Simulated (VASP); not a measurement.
# GdO (F-43m) in VASP: single point with PBE

Aim: the single point of GdO with PBE.

Program: VASP 6.6.1. These are calculated values, not measurements. Logs are shortened: lines on timing, memory, paths and dates and some standing lists are left out, and cuts for length are marked.

## 1. The cell of the first run

The structure is cubic, space group F-43m (No. 216). The conventional cell has a = 5.400 Å, b = 5.400 Å, c = 5.400 Å, α = 90.00°, β = 90.00°, γ = 90.00°. Within 3.1 Å of Gd (site symmetry -43m) lie 4 O at 2.34 Å. O (site symmetry -43m) has 4 Gd at 2.34 Å within 3.1 Å.

## 2. Single point, PBE, collinear spin, ferromagnetic start

The input, INCAR:

```
SYSTEM = GdO
ALGO = Normal
EDIFF = 1E-6
ENCUT = 520
GGA = PE
ISIF = 2
ISMEAR = 0
ISPIN = 2
LASPH = .TRUE.
LCHARG = .FALSE.
LMAXMIX = 6
LORBIT = 11
LREAL = .FALSE.
LWAVE = .FALSE.
MAGMOM = 7 0
NBANDS = 23
NELM = 150
PREC = Accurate
SIGMA = 0.05
```

The input, KPOINTS:

```
k-points
0
G
  6 6 6
  0 0 0
```

The input, POSCAR:

```
GdO
1.0
    0.0000000000      2.7000000000      2.7000000000
    2.7000000000      0.0000000000      2.7000000000
    2.7000000000      2.7000000000      0.0000000000
Gd O
1 1
Direct
    0.0000000000      0.0000000000      0.0000000000
    0.2500000000      0.2500000000      0.2500000000
```

Potentials or basis: VASP PAW PBE potentials, release 64 (Gd, O).

Started as:

```sh
cat potpaw_PBE.64/Gd/POTCAR potpaw_PBE.64/O/POTCAR > POTCAR
mpirun -np 1 vasp_std > vasp.out
```

OUTCAR:

```text
SYSTEM = GdO
   EDIFF = 1E-6
   ENCUT = 520
   GGA = PE
   ISIF = 2
   ISMEAR = 0
   ISPIN = 2
   LASPH = .TRUE.
   LORBIT = 11
   LREAL = .FALSE.
   NELM = 150
   PREC = Accurate

 ion  position               nearest neighbor table
   1  0.000  0.000  0.000-   2 2.34   2 2.34   2 2.34   2 2.34
   2  0.250  0.250  0.250-   1 2.34   1 2.34   1 2.34   1 2.34

  LATTYP: Found a face centered cubic cell.
 ALAT       =     5.4000000000

  Lattice vectors:

 A1 = (   0.0000000000,   2.7000000000,   2.7000000000)
 A2 = (   2.7000000000,   0.0000000000,   2.7000000000)
 A3 = (   2.7000000000,   2.7000000000,   0.0000000000)

Analysis of symmetry for initial positions (statically):
=====================================================================
 Subroutine PRICEL returns:
 Original cell was already a primitive cell.

 Routine SETGRP: Setting up the symmetry group for a
 face centered cubic supercell.

 Subroutine GETGRP returns: Found 24 space group operations
 (whereof 24 operations were pure point group operations)
 out of a pool of 48 trial point group operations.

The static configuration has the point symmetry T_d .

Analysis of symmetry for dynamics (positions and initial velocities):
=====================================================================
 Subroutine PRICEL returns:
 Original cell was already a primitive cell.

 Routine SETGRP: Setting up the symmetry group for a
 face centered cubic supercell.

 Subroutine GETGRP returns: Found 24 space group operations
 (whereof 24 operations were pure point group operations)
 out of a pool of 48 trial point group operations.

The dynamic configuration has the point symmetry T_d .

Analysis of structural, dynamic, and magnetic symmetry:
=====================================================================
 Subroutine PRICEL returns:
 Original cell was already a primitive cell.

 Routine SETGRP: Setting up the symmetry group for a
 face centered cubic supercell.

 Subroutine GETGRP returns: Found 24 space group operations
 (whereof 24 operations were pure point group operations)
 out of a pool of 48 trial point group operations.

The overall configuration has the point symmetry T_d .

 Subroutine INISYM returns: Found 24 space group operations
 (whereof 24 operations are pure point group operations),
 and found     1 'primitive' translations

----------------------------------------------------------------------------------------

                                     Primitive cell

  volume of cell :      39.3660

  direct lattice vectors                    reciprocal lattice vectors
     0.000000000  2.700000000  2.700000000    -0.185185185  0.185185185  0.185185185
     2.700000000  0.000000000  2.700000000     0.185185185 -0.185185185  0.185185185
     2.700000000  2.700000000  0.000000000     0.185185185  0.185185185 -0.185185185

  length of vectors
     3.818376618  3.818376618  3.818376618     0.320750150  0.320750150  0.320750150

  position of ions in fractional coordinates (direct lattice)
     0.000000000  0.000000000  0.000000000
     0.250000000  0.250000000  0.250000000

  ion indices of the primitive-cell ions
   primitive index   ion index
                 1           1
                 2           2

----------------------------------------------------------------------------------------

 KPOINTS: k-points

Automatic generation of k-mesh.
 Grid dimensions read from file:
 generate k-points for:    6    6    6

 Generating k-lattice:

  Cartesian coordinates                     Fractional coordinates (reciprocal lattice)
    -0.030864198  0.030864198  0.030864198     0.166666667  0.000000000  0.000000000
     0.030864198 -0.030864198  0.030864198     0.000000000  0.166666667  0.000000000
     0.030864198  0.030864198 -0.030864198     0.000000000  0.000000000  0.166666667

  Length of vectors
     0.053458358  0.053458358  0.053458358

  Shift w.r.t. Gamma in fractional coordinates (k-lattice)
     0.000000000  0.000000000  0.000000000

 Subroutine IBZKPT returns following result:
 ===========================================

 Found     16 irreducible k-points:

 Following reciprocal coordinates:
            Coordinates               Weight
  0.000000  0.000000  0.000000      1.000000
  0.166667  0.000000  0.000000      8.000000
  0.333333  0.000000  0.000000      8.000000
  0.500000  0.000000  0.000000      4.000000
  0.166667  0.166667  0.000000      6.000000
  0.333333  0.166667  0.000000     24.000000
[... 8 lines left out ...]
 -0.333333  0.333333  0.166667     24.000000
 -0.333333  0.500000  0.166667     12.000000
   k-points           NKPTS =     16   k-points in BZ     NKDIM =     16   number of bands    NBANDS=     23
   number of dos      NEDOS =    301   number of ions     NIONS =      2
   total plane-waves  NPLWV =  21952
   dimension x,y,z NGX =    28 NGY =   28 NGZ =   28
   dimension x,y,z NGXF=    56 NGYF=   56 NGZF=   56
   ions per type =               1   1
   NGX,Y,Z   is equivalent  to a cutoff of  12.19, 12.19, 12.19 a.u.
   NGXF,Y,Z  is equivalent  to a cutoff of  24.38, 24.38, 24.38 a.u.
 SYSTEM =  GdO
   PREC   = accura    normal or accurate (medium, high low for compatibility)
   ISTART =      0    job   : 0-new  1-cont  2-samecut
   ICHARG =      2    charge: 1-file 2-atom 10-const
   ISPIN  =      2    spin polarized calculation?
   LNONCOLLINEAR =      F non collinear calculations
   LSORBIT =      F    spin-orbit coupling
   LASPH  =      T    aspherical Exc in radial PAW
   ENCUT  =  520.0 eV  38.22 Ry    6.18 a.u.   7.10  7.10  7.10*2*pi/ulx,y,z
   NELM   =    150;   NELMIN=  2; NELMDL= -5     # of ELM steps
   EDIFF  = 0.1E-05   stopping-criterion for ELM
   LREAL  =      F    real-space projection
   EDIFFG = 0.1E-04   stopping-criterion for IOM
   NSW    =      0    number of steps for IOM
   IBRION =     -1    ionic relax: 0-MD 1-quasi-New 2-CG
   NFREE  =      0    steps in history (QN), initial steepest desc. (CG)
   ISIF   =      2    stress and relaxation
   ISYM   =      2    0-nonsym 1-usesym 2-fastsym
   POTIM  = 0.5000    time-step for ionic-motion
   TEBEG  =    0.0;   TEEND  =   0.0 temperature during run
   PSTRESS=    0.0 pullay stress
   NELECT =      24.0000    total number of electrons
   NUPDOWN=      -1.0000    fix difference up-down
   EMIN   =  10.00;   EMAX   =-10.00  energy-range for DOS
   EFERMI =   0.00;   METHOD = LEGACY
   ISMEAR =     0;   SIGMA  =   0.05  broadening in eV -4-tet -1-fermi 0-gaus
   EFERMI_NEDOS =   21; number of points for ismear=-14 and -15
   IALGO  =     38    algorithm
   IMIX   =      4    mixing-type and parameters
     AMIX     =   0.40;   BMIX     =  1.00
     AMIX_MAG =   1.60;   BMIX_MAG =  1.00
  volume/ion in A,a.u.               =      19.68       132.83
  Fermi-wavevector in a.u.,A,eV,Ry     =   1.388156  2.623234 26.218100  1.926976
  Thomas-Fermi vector in A             =   2.512309
   LORBIT       =     11    0 simple, 1 ext, 2 COOP (PROOUT), +10 PAW based schemes
   GGA     = PE    functional components
   LHFCALC =     F    Hartree Fock is set to
   AEXX    =    0.0000 exact exchange contribution
   IVDW    =     0    specifies the selected vdW correction
   LEPSILON=     F    determine dielectric tensor
   LRPA    =     F    only Hartree local field effects (RPA)
 spin polarized calculation
 Gauss-broadening in eV      SIGMA  =   0.05
  energy-cutoff  :      520.00
  volume of cell :       39.37
 maximum number of plane-waves:      1068
   NGX = 15   NGY = 15   NGZ = 15

 number of electron      23.9999989 magnetization       7.5249671

 Free energy of the ion-electron system (eV)
  ---------------------------------------------------
  ext. energy  EPLUGINS =         0.00000000
  ---------------------------------------------------
  free energy    TOTEN  =       -22.04041768 eV

  energy without entropy =      -22.03676898  energy(sigma->0) =      -22.03859333

 E-fermi :   4.1342     XC(G=0): -10.0828

 val. band max:        4.1152734456   @ k =   0.3333   0.1667   0.0000
 cond. band min:       4.1624221385   @ k =  -0.3333   0.1667   0.0000
 fundamental gap:      0.0471486929
 Fermi energy:         4.1342349138

 spin component 1

 k-point     1 :       0.0000    0.0000    0.0000
  band No.  band energies     occupation
      1     -41.4064      1.00000
      2     -18.6765      1.00000
      3     -18.6765      1.00000
      4     -18.6765      1.00000
      5     -15.3692      1.00000
      6      -1.8282      1.00000
[... 15 lines left out ...]
     22      15.3153      0.00000
     23      15.6580      0.00000
[... 366 lines left out ...]
  band No.  band energies     occupation
      1     -41.3556      1.00000
      2     -19.6103      1.00000
      3     -18.9646      1.00000
      4     -18.8797      1.00000
      5     -14.3258      1.00000
      6      -1.9866      1.00000
[... 15 lines left out ...]
     22      12.1240      0.00000
     23      13.8585      0.00000
 Fermi energy:         4.1342349138

 spin component 2

 k-point     1 :       0.0000    0.0000    0.0000
  band No.  band energies     occupation
      1     -38.2427      1.00000
      2     -16.3646      1.00000
      3     -16.3646      1.00000
      4     -16.3646      1.00000
      5     -15.3316      1.00000
      6      -1.4760      1.00000
[... 15 lines left out ...]
     22      16.4766      0.00000
     23      16.4786      0.00000
[... 367 lines left out ...]
      1     -38.1746      1.00000
      2     -17.9922      1.00000
      3     -16.7238      1.00000
      4     -16.6257      1.00000
      5     -13.6290      1.00000
      6      -1.5960      1.00000
[... 15 lines left out ...]
     22      13.4120      0.00000
     23      14.9267      0.00000

------------------------ aborting loop because EDIFF is reached ----------------------------------------

  FORCE on cell =-STRESS in cart. coord.  units (eV):
  Direction    XX          YY          ZZ          XY          YZ          ZX
  --------------------------------------------------------------------------------------
  -------------------------------------------------------------------------------------
  Total       -0.1310526     -0.1310526     -0.1310526      0.0000000      0.0000000     -0.0000000
  in kB       -5.3337782     -5.3337782     -5.3337782      0.0000000      0.0000000     -0.0000000
  external PRESSURE =      -5.3337782 kB  Pullay stress =       0.0000000 kB

 VOLUME and BASIS-vectors are now :
 -----------------------------------------------------------------------------
  energy-cutoff  :      520.00
  volume of cell :       39.37
      direct lattice vectors                 reciprocal lattice vectors
     0.000000000  2.700000000  2.700000000    -0.185185185  0.185185185  0.185185185
     2.700000000  0.000000000  2.700000000     0.185185185 -0.185185185  0.185185185
     2.700000000  2.700000000  0.000000000     0.185185185  0.185185185 -0.185185185

 POSITION                                       TOTAL-FORCE (eV/Angst)
 -----------------------------------------------------------------------------------
      0.00000      0.00000      0.00000         0.000000      0.000000      0.000000
      1.35000      1.35000      1.35000        -0.000000     -0.000000     -0.000000
 -----------------------------------------------------------------------------------
    total drift:                               -0.000000     -0.000000     -0.000000

  FREE ENERGIE OF THE ION-ELECTRON SYSTEM (eV)
  ---------------------------------------------------
  free  energy   TOTEN  =       -22.0404176808 eV

  energy  without entropy=      -22.0367689825  energy(sigma->0) =      -22.03859333

 total charge

# of ion       s       p       d       f       tot
--------------------------------------------------
    1        2.032   5.633   0.475   7.078  15.218
    2        1.568   3.427   0.000   0.000   4.995
--------------------------------------------------
tot          3.600   9.060   0.475   7.078  20.213

 magnetization (x)

# of ion       s       p       d       f       tot
--------------------------------------------------
    1       -0.001  -0.056   0.178   6.738   6.860
    2        0.001  -0.022   0.000   0.000  -0.021
--------------------------------------------------
tot          0.001  -0.078   0.178   6.738   6.839
```

Run time: 2 min. Hardware: 1 thread of Intel Xeon 8259CL, shared host; peak memory 0.19 GiB.

Results:

```
Free energy                                           : -22.0404 eV
Pressure                                              : -0.5 GPa
Net moment                                            : 7.52 μB per cell
Site moments                                          : Gd +6.86; O -0.02 μB
Valence electrons inside the program's atomic spheres : Gd 15.22; O 5.00
```

Levels at points of the mesh, in eV from the Fermi level:
Spin up:
```
           k point  band 14  band 15  band 16  band 17  band 18  band 19
(0.00, 0.00, 0.00)    -4.65    -4.65    -2.20     2.56     2.56     4.49
(0.50, 0.00, 0.00)    -4.54    -4.54     0.19     2.42     2.42     2.98
(0.50, 0.50, 0.00)    -4.16    -4.16    -0.89     1.00     4.13     4.63
```
Spin down:
```tsv
k point	band 6	band 7	band 8	band 9	band 10	band 11
(0.00, 0.00, 0.00)	-5.61	-5.61	-5.61	-1.47	0.41	0.41
(0.50, 0.00, 0.00)	-5.21	-5.21	-5.19	0.10	0.29	0.46
(0.50, 0.50, 0.00)	-6.15	-4.52	-4.52	0.24	0.30	0.43
```

Caveat: spin-orbit coupling is left out, which moves the levels of the heavy elements; a cell with one magnetic atom can't hold antiferromagnetic order, which such compounds often take; semilocal functionals describe open f shells poorly, which spoils levels, moments and volumes.
